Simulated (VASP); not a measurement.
# Sn3C (Pm-3m) in VASP: further runs, part 2 of 2

VASP 6.6.1. The steps go on from the part before.

## 3. Single point, PBE

This run uses another cell than the first one, of 22.86 Å³/atom, 1.104 times its volume.

INCAR

```
SYSTEM = Sn3C
ALGO     = Normal         ! electronic algorithm
EDIFF    = 1E-6           ! SCF threshold, eV
ENCUT    = 520            ! plane-wave cutoff, eV
GGA      = PE             ! functional
ISIF     = 2              ! what is computed and relaxed
ISMEAR   = 0              ! smearing method
LASPH    = .True.         ! aspherical terms in the spheres
LCHARG   = .False.        ! write CHGCAR
LREAL    = .False.        ! projectors in reciprocal space
LWAVE    = .False.        ! write WAVECAR
NBANDS   = 31             ! bands
NELM     = 80             ! most SCF steps
PREC     = Accurate       ! precision mode
SIGMA    = 0.1            ! smearing width, eV
```

KPOINTS

```
k-points
0
Gamma
  4 4 4
  0 0 0
```

POSCAR

```
Sn3C
1.0
    4.5049346627      0.0000000000      0.0000000000
    0.0000000000      4.5049346627      0.0000000000
    0.0000000000      0.0000000000      4.5049346627
Sn C
3 1
Direct
    0.0000000000      0.5000000000      0.5000000000
    0.5000000000      0.0000000000      0.5000000000
    0.5000000000      0.5000000000      0.0000000000
    0.0000000000      0.0000000000      0.0000000000
```

Potentials or basis: VASP PAW PBE potentials, release 64 (Sn_d, C).

Run with:

```bash
cat potpaw_PBE.64/Sn_d/POTCAR potpaw_PBE.64/C/POTCAR > POTCAR
mpirun -np 1 vasp_std > vasp.out
```

Run time: 11 s. Hardware: 1 thread of Intel Xeon 6975P-C (Granite Rapids), shared host; peak memory 0.2 GiB.

Results (log left out):

```yaml
Free_energy: -15.4972 eV
Pressure: -0.4 GPa
Band_gap_on_the_k_mesh: zero (band 23 reaches 8.35 eV, above the bottom of band 24 at 6.96 eV)
```

Levels at points of the mesh, in eV from the Fermi level:
```
           k point  band 19  band 20  band 21  band 22  band 23  band 24  band 25  band 26  band 27  band 28
(0.00, 0.00, 0.00)    -4.16    -3.55    -3.55    -3.55     0.78     0.78     0.78     3.22     3.22     3.22
(0.50, 0.00, 0.00)    -3.67    -1.65    -1.65    -1.65    -1.65    -0.60     0.64     2.63     2.84     2.84
(0.50, 0.50, 0.00)    -7.69    -1.95    -0.67    -0.46    -0.46    -0.20     0.26     0.81     0.81     3.82
(0.50, 0.50, 0.50)    -6.64    -5.40    -4.35    -4.35    -4.35     2.50     2.50     2.50     7.07     7.07
```

Caveat: spin-orbit coupling is left out, which moves the levels of the heavy elements.

## 4. Relaxation of cell and atoms, PBE

INCAR

```
SYSTEM = Sn3C
PREC = Accurate
ENCUT = 600
EDIFF = 1E-6
ISMEAR = 0
SIGMA = 0.1
LREAL = .FALSE.
LASPH = .TRUE.
NELM = 80
ALGO = Normal
ISIF = 3
LWAVE = .FALSE.
LCHARG = .FALSE.
GGA = PE
IBRION = 2
NSW = 90
EDIFFG = -0.04
```

KPOINTS

```
regular mesh
0
G
  4 4 4
  0 0 0
```

POSCAR

```
Sn3C
1.0
    4.3587340124      0.0000000000      0.0000000000
    0.0000000000      4.3587340124      0.0000000000
    0.0000000000      0.0000000000      4.3587340124
Sn C
3 1
Direct
    0.0000000000      0.5000000000      0.5000000000
    0.5000000000      0.0000000000      0.5000000000
    0.5000000000      0.5000000000      0.0000000000
    0.0000000000      0.0000000000      0.0000000000
```

Run with:

```bash
cat potpaw_PBE.64/Sn_d/POTCAR potpaw_PBE.64/C/POTCAR > POTCAR
mpirun -np 1 vasp_std > vasp.out
```

Wall time 26 s (1 thread of Intel Xeon 6975P-C (Granite Rapids), shared host); peak memory 0.22 GiB.

Results (log left out):

```
Free energy                            : -15.4956 eV
Relaxed volume                         : 22.72 Å³/atom
Relaxed cell                           : a = 4.496 Å, b = 4.496 Å, c = 4.496 Å, α = 90.00°, β = 90.00°, γ = 90.00°
Space group after relaxing (to 0.05 Å) : Pm-3m (No. 221)
Energy gained by relaxing              : 38.8 meV/atom
Ionic steps                            : 3
Pressure after relaxing                : 0.0 GPa
Band gap on the k mesh                 : zero (band 23 reaches 8.42 eV, above the bottom of band 24 at 7.02 eV)
```

Step by step:
```csv
step,energy change (eV),largest force (eV/Å),pressure (GPa),volume (Å³)
1,0.0000,0.0000,6.56,82.81
2,-0.1431,0.0000,-1.53,93.38
3,-0.1552,0.0000,-0.02,90.89
```

Final structure:
```xyz
4
Lattice="4.4962 0.0000 0.0000 0.0000 4.4962 0.0000 0.0000 0.0000 4.4962" Properties=species:S:1:pos:R:3 pbc="T T T"
Sn    0.0000    2.2481    2.2481
Sn    2.2481    0.0000    2.2481
Sn    2.2481    2.2481    0.0000
C     0.0000    0.0000    0.0000
```

Levels at points of the mesh, in eV from the Fermi level:
```csv
k point,band 20,band 21,band 22,band 23,band 24,band 25,band 26,band 27
"(0.00, 0.00, 0.00)",-3.57,-3.57,-3.57,0.79,0.79,0.79,3.24,3.24
"(0.50, 0.00, 0.00)",-1.66,-1.66,-1.66,-1.66,-0.61,0.64,2.65,2.86
"(0.50, 0.50, 0.00)",-1.95,-0.68,-0.46,-0.46,-0.19,0.26,0.81,0.81
"(0.50, 0.50, 0.50)",-5.43,-4.38,-4.38,-4.38,2.51,2.51,2.51,7.11
```

Caveat: the k points lie up to 0.35 Å⁻¹ apart in the final cell; spin-orbit coupling is left out, which moves the levels of the heavy elements.

## 5. Single point, PBE

This run uses another cell than the first one, of 22.33 Å³/atom, 1.079 times its volume.

INCAR

```
SYSTEM = Sn3C
PREC = Accurate ; ENCUT = 520
EDIFF = 1E-6 ; ISMEAR = 0
SIGMA = 0.1 ; LREAL = .FALSE.
LASPH = .TRUE. ; NELM = 60
ALGO = Normal ; ISIF = 2
LWAVE = .FALSE. ; LCHARG = .FALSE.
GGA = PE ; NBANDS = 31
```

KPOINTS

```
regular mesh
0
G
  10 10 10
  0 0 0
```

POSCAR

```
Sn3C
1.0
    4.4703333068      0.0000000000      0.0000000000
    0.0000000000      4.4703333068      0.0000000000
    0.0000000000      0.0000000000      4.4703333068
Sn C
3 1
Direct
    0.0000000000      0.5000000000      0.5000000000
    0.5000000000      0.0000000000      0.5000000000
    0.5000000000      0.5000000000      0.0000000000
    0.0000000000      0.0000000000      0.0000000000
```

Run with:

```bash
cat potpaw_PBE.64/Sn_d/POTCAR potpaw_PBE.64/C/POTCAR > POTCAR
mpirun -np 1 vasp_std > vasp.out
```

Wall time 45 s (1 thread of Intel Xeon 6975P-C (Granite Rapids), shared host); peak memory 0.28 GiB.

It converged, with:

- Free energy: -15.3796 eV
- Pressure: -0.1 GPa
- Band gap on the k mesh: zero (band 23 reaches 8.66 eV, above the bottom of band 24 at 7.22 eV)

Levels at points of the mesh, in eV from the Fermi level:
| k point | band 20 | band 21 | band 22 | band 23 | band 24 | band 25 | band 26 | band 27 |
| --- | --- | --- | --- | --- | --- | --- | --- | --- |
| (0.00, 0.00, 0.00) | -3.57 | -3.57 | -3.57 | 0.90 | 0.90 | 0.90 | 3.35 | 3.35 |
| (0.50, 0.00, 0.00) | -1.65 | -1.65 | -1.60 | -1.60 | -0.54 | 0.69 | 2.80 | 3.00 |
| (0.50, 0.50, 0.00) | -1.89 | -0.57 | -0.34 | -0.34 | -0.11 | 0.30 | 0.87 | 0.87 |
| (0.50, 0.50, 0.50) | -5.50 | -4.38 | -4.38 | -4.38 | 2.68 | 2.68 | 2.68 | 7.27 |

Caveat: spin-orbit coupling is left out, which moves the levels of the heavy elements.

## 6. Relaxation of cell and atoms, PBE

This run uses another cell than the first one, of 22.86 Å³/atom, 1.104 times its volume.

INCAR

```
PREC = Accurate
ENCUT = 600
EDIFF = 1E-7
ISMEAR = 0
SIGMA = 0.1
LREAL = F
LASPH = T
NELM = 100
ALGO = Normal
ISIF = 3
LWAVE = F
LCHARG = F
GGA = PE
IBRION = 2
NSW = 100
EDIFFG = -0.01
```

KPOINTS

```
Automatic mesh
0
Gamma
  10 10 10
```

POSCAR

```
Sn3C
1.0
    4.5049346627      0.0000000000      0.0000000000
    0.0000000000      4.5049346627      0.0000000000
    0.0000000000      0.0000000000      4.5049346627
Sn C
3 1
Direct
    0.0000000000      0.5000000000      0.5000000000
    0.5000000000      0.0000000000      0.5000000000
    0.5000000000      0.5000000000      0.0000000000
    0.0000000000      0.0000000000      0.0000000000
```

Potentials or basis: VASP PAW PBE potentials, release 64 (Sn_d, C).

Run with:

```bash
cat potpaw_PBE.64/Sn_d/POTCAR potpaw_PBE.64/C/POTCAR > POTCAR
mpirun -np 1 vasp_std > vasp.out
```

Run time: 1.8 min. Hardware: 1 thread of Intel Xeon 6975P-C (Granite Rapids), shared host; peak memory 0.3 GiB.

It converged, with:

```
Free energy                            : -15.3802 eV
Relaxed volume                         : 22.33 Å³/atom
Relaxed cell                           : a = 4.470 Å, b = 4.470 Å, c = 4.470 Å, α = 90.00°, β = 90.00°, γ = 90.00°
Space group after relaxing (to 0.05 Å) : Pm-3m (No. 221)
Energy gained by relaxing              : 2.2 meV/atom
Ionic steps                            : 3
Pressure after relaxing                : 0.0 GPa
Band gap on the k mesh                 : zero (band 23 reaches 8.66 eV, above the bottom of band 24 at 7.23 eV)
```

The path:
| step | energy change (eV) | largest force (eV/Å) | pressure (GPa) | volume (Å³) |
| --- | --- | --- | --- | --- |
| 1 | 0.0000 | 0.0000 | -1.29 | 91.43 |
| 2 | -0.0085 | 0.0000 | 0.21 | 89.00 |
| 3 | -0.0087 | 0.0000 | 0.00 | 89.32 |

Final structure:
```
CELL_PARAMETERS angstrom
4.47011 0.00000 0.00000
0.00000 4.47011 0.00000
0.00000 0.00000 4.47011
ATOMIC_POSITIONS crystal
Sn 0.00000 0.50000 0.50000
Sn 0.50000 0.00000 0.50000
Sn 0.50000 0.50000 0.00000
C 0.00000 0.00000 0.00000
```

Levels at points of the mesh, in eV from the Fermi level:
```
           k point  band 21  band 22  band 23  band 24  band 25  band 26
(0.00, 0.00, 0.00)    -3.57    -3.57     0.90     0.90     0.90     3.35
(0.50, 0.00, 0.00)    -1.65    -1.60    -1.60    -0.54     0.69     2.80
(0.50, 0.50, 0.00)    -0.57    -0.34    -0.34    -0.11     0.30     0.87
(0.50, 0.50, 0.50)    -4.38    -4.38    -4.38     2.68     2.68     2.68
```

Caveat: spin-orbit coupling is left out, which moves the levels of the heavy elements.

## 7. Summary

| task | cell | k mesh | cutoff (eV) | gap on the mesh (eV) | pressure (GPa) | relaxed volume (Å³/atom) |
| --- | --- | --- | --- | --- | --- | --- |
| single point | a = 4.359 Å, 4 atoms | 4 × 4 × 4 | 520 | none | 6.5 | - |
| single point | a = 4.505 Å, 4 atoms | 4 × 4 × 4 | 520 | none | -0.4 | - |
| relaxation of cell and atoms | relaxed from a = 4.359 Å, 4 atoms | 4 × 4 × 4 | 600 | none | 0.0 | 22.72 |
| single point | a = 4.470 Å, 4 atoms | 10 × 10 × 10 | 520 | none | -0.1 | - |
| relaxation of cell and atoms | relaxed from a = 4.505 Å, 4 atoms | 10 × 10 × 10 | 600 | none | 0.0 | 22.33 |

Alike in all rows: level PBE; potentials or basis VASP PAW PBE potentials, release 64 (Sn_d, C); no spin polarisation; smearing gaussian 0.1 eV.

Caveats: some runs use coarse meshes; spin-orbit coupling is left out, which moves the levels of the heavy elements.

Absolute energies hang on the potentials; compare differences alone.
